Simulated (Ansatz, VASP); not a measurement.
## One calculation of Te, two programs

File POSCAR:

```
Te
1.0
    3.4420649897      0.0000000000      0.0000000000
   -1.7210324948      2.9809157225      0.0000000000
    0.0000000000      0.0000000000     11.2417842562
Te
4
Direct
    0.0000000000      0.0000000000      0.0000000000
    0.0000000000      0.0000000000      0.5000000000
    0.3333333333      0.6666666667      0.2500000000
    0.6666666667      0.3333333333      0.7500000000
```

File INCAR.step1:

```
PREC = Accurate ; ENCUT = 600
ISMEAR = -1 ; SIGMA = 0.1
LREAL = False ; LASPH = True
NELM = 60 ; GGA = PE
ALGO = Normal ; EDIFF = 1E-4
LWAVE = True ; LCHARG = False
```

File INCAR.step2:

```
PREC = Accurate ; ENCUT = 600
EDIFF = 1E-6 ; ISMEAR = -1
SIGMA = 0.1 ; LREAL = False
LASPH = True ; NELM = 60
ALGO = Normal ; ISIF = 3
LWAVE = False ; LCHARG = False
METAGGA = R2SCAN ; LMIXTAU = True
IBRION = 2 ; NSW = 80
EDIFFG = -0.01 ; ISTART = 1
```

KPOINTS

```
Automatic mesh
0
Gamma
  11 11 3
```

Input for Ansatz:

```yaml
crystal:
  lattice:
    - [3.4420649897, 0.0, 0.0]
    - [-1.7210324948, 2.9809157225, 0.0]
    - [0.0, 0.0, 11.2417842562]
  atoms:
    - { symbol: Te, position: [0.0, 0.0, 0.0] }
    - { symbol: Te, position: [0.0, 0.0, 0.5] }
    - { symbol: Te, position: [0.3333333333, 0.6666666667, 0.25] }
    - { symbol: Te, position: [0.6666666667, 0.3333333333, 0.75] }
hamiltonian:
  xc: r2scan
  pseudopotentials:
    kind: paw
    azcp:
      Te: "pseudopotentials/Te.paw.azcp"
basis:
  ecutwfc: 500
  fft_grid_basis: typed
kpoints:
  mp_grid: { grid: [11, 11, 3], shift: [0, 0, 0] }
magnetization:
  spin_polarized: false
scf:
  occupations: { method: fermi_dirac, width: 0.1 }
relax:
  max_steps: 60
  f_tol: 0.01
  cell: {}
```

Alike in both runs: task relaxation of cell and atoms; functional r2SCAN; k mesh 11 × 11 × 3; occupations fermi-dirac, width 0.1 eV; no spin polarisation.

```csv
,VASP,Ansatz
version,VASP 6.6.1,Ansatz 0.2.0
potentials or method,"VASP PAW PBE potentials, release 64 (Te), cutoff 600 eV","plane waves (500 eV) with PAW, scalar-relativistic"
valence electrons in the cell,24,64
```

```csv
,VASP,Ansatz,Ansatz less VASP
relaxed volume (Å³/atom),31.96,31.97,+0.015
relaxed length of the cell vector where the two differ most in proportion (Å),8.341,8.344,+0.0029
```

VASP's potentials were made for PBE, not for r2SCAN. VASP's potentials hold 24 valence electrons a cell and Ansatz's 64, so a difference there can come from the potentials and not from the codes.

Spin-orbit coupling is off throughout.
